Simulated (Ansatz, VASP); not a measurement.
Hf in VASP and in Ansatz

Contents of INCAR:

```
ALGO     = Normal         # electronic algorithm
EDIFF    = 1E-6           # SCF threshold, eV
ENCUT    = 520            # plane-wave cutoff, eV
GGA      = PE             # functional
ISIF     = 2              # what is computed and relaxed
ISMEAR   = 0              # smearing method
LASPH    = T              # aspherical terms in the spheres
LCHARG   = F              # write CHGCAR
LREAL    = F              # projectors in reciprocal space
LWAVE    = F              # write WAVECAR
NBANDS   = 11             # bands
NELM     = 80             # most SCF steps
PREC     = Accurate       # precision mode
SIGMA    = 0.020999999999999998 # smearing width, eV
```

File KPOINTS:

```
k-points
0
Gamma
  10 10 10
```

File POSCAR:

```
Hf
1.0
   -1.8050000000      1.8050000000      1.8050000000
    1.8050000000     -1.8050000000      1.8050000000
    1.8050000000      1.8050000000     -1.8050000000
Hf
1
Direct
    0.0000000000      0.0000000000      0.0000000000
```

The input input.yaml:

```yaml
crystal:
  lattice:
    - [-1.805, 1.805, 1.805]
    - [1.805, -1.805, 1.805]
    - [1.805, 1.805, -1.805]
  atoms:
    - { symbol: Hf, position: [0.0, 0.0, 0.0] }
hamiltonian:
  xc: pbe
  pseudopotentials: { kind: paw }
kpoints:
  mp_grid: { grid: [10, 10, 10] }
scf:
  occupations: { method: gaussian, width: 0.021 }
output:
  forces: true
  stress: true
  eigenvalues: true
  write_density: true
  write_potential: true
  elf: true
  volumetric_format: npy
```

Alike in both runs: task single point; functional PBE; k mesh 10 × 10 × 10; occupations gaussian, width 0.021 eV; no spin polarisation.

|  | VASP | Ansatz |
| --- | --- | --- |
| version | VASP 6.6.1 | Ansatz 0.2.0 |
| potentials or method | VASP PAW PBE potentials, release 64 (Hf_pv) | Ansatz PAW |
| plane-wave cutoff (eV) | 520 | 420 |
| valence electrons in the cell | 10 | 26 |

Ansatz gave:

* gap on the k mesh at the Fermi level (eV): none
* pressure (GPa): -5.0

Q: What did VASP give for the same quantities?

A: gap on the k mesh at the Fermi level (eV): none; pressure (GPa): -5.3.

A gap of «none» marks a metal or a gap that the smearing closes. With one functional, cell and mesh, what is left measures potentials, basis and numerics. VASP's potentials hold 10 valence electrons a cell and Ansatz's 26, so a difference there can come from the potentials and not from the codes.

Neither program's run includes spin-orbit coupling.
